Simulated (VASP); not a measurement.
Write the native input for VASP 6.6.1 that does the following.

```yaml
Task: single point
Functional: r2SCAN
Potentials_or_basis: VASP PAW PBE potentials, release 64 (Al, Cu)
Cutoff: 520 eV
k_mesh: 16 × 16 × 16
Occupations: gaussian, width 0.15 eV
Spin: no spin polarisation
Dipole_correction: no
Further_INCAR_settings: ALGO = Normal; EDIFF = 1e-07; NBANDS = 16
```

Al2Cu:

```xyz
3
Lattice="-2.0274 2.0274 3.1178 2.0274 -2.0274 3.1178 2.0274 2.0274 -3.1178" Properties=species:S:1:pos:R:3 pbc="T T T"
Al    0.0000    2.0274    1.5589
Al    2.0274    0.0000    1.5589
Cu    0.0000    0.0000    3.1178
```

This cell differs from its parent crystal: strain +0.0875 x Voigt [0, 0, 1, 0, 0, 0].

The input as run:

POSCAR

```
Al2Cu
1.0
   -2.0273575169      2.0273575169      3.1178489208
    2.0273575169     -2.0273575169      3.1178489208
    2.0273575169      2.0273575169     -3.1178489208
Al Cu
2 1
Direct
    0.7500000000      0.2500000000      0.5000000000
    0.2500000000      0.7500000000      0.5000000000
    0.5000000000      0.5000000000      0.0000000000
```

INCAR.step1

```
ALGO = Normal ; EDIFF = 1E-4
ENCUT = 520 ; GGA = PE
ISMEAR = 0 ; LASPH = True
LCHARG = False ; LREAL = False
LWAVE = True ; NBANDS = 16
NELM = 60 ; PREC = Accurate
SIGMA = 0.15
```

INCAR.step2

```
ALGO = Normal ; EDIFF = 1E-7
ENCUT = 520 ; ISIF = 2
ISMEAR = 0 ; ISTART = 1
LASPH = True ; LCHARG = True
LELF = True ; LMIXTAU = True
LREAL = False ; LVHAR = True
LWAVE = False ; METAGGA = R2SCAN
NBANDS = 16 ; NELM = 60
PREC = Accurate ; SIGMA = 0.15
```

KPOINTS

```
k-points
0
Gamma
  16 16 16
```

Potentials or basis: VASP PAW PBE potentials, release 64 (Al, Cu).

Launch:

```console
$ cat potpaw_PBE.64/Al/POTCAR potpaw_PBE.64/Cu/POTCAR > POTCAR
$ cp INCAR.step1 INCAR
$ mpirun -np 1 vasp_std > vasp.out
$ cp INCAR.step2 INCAR
$ mpirun -np 1 vasp_std > vasp.out
```

It gave:

```yaml
Pressure: -7.2 GPa
Band_gap_on_the_k_mesh: zero (an odd number of electrons rules out a gap without spin polarisation)
```

Caveat: the cell differs from its parent crystal (strain +0.0875 x Voigt [0, 0, 1, 0, 0, 0]); the stress differs along the axes, from -11 to -5 GPa; the PAW data sets were made with another functional, which shifts forces and pressure a little.

It took 5.9 min on 1 thread of Intel(R) Xeon(R) 6975P-C (Granite Rapids), on a shared host, peak memory 0.41 GiB.
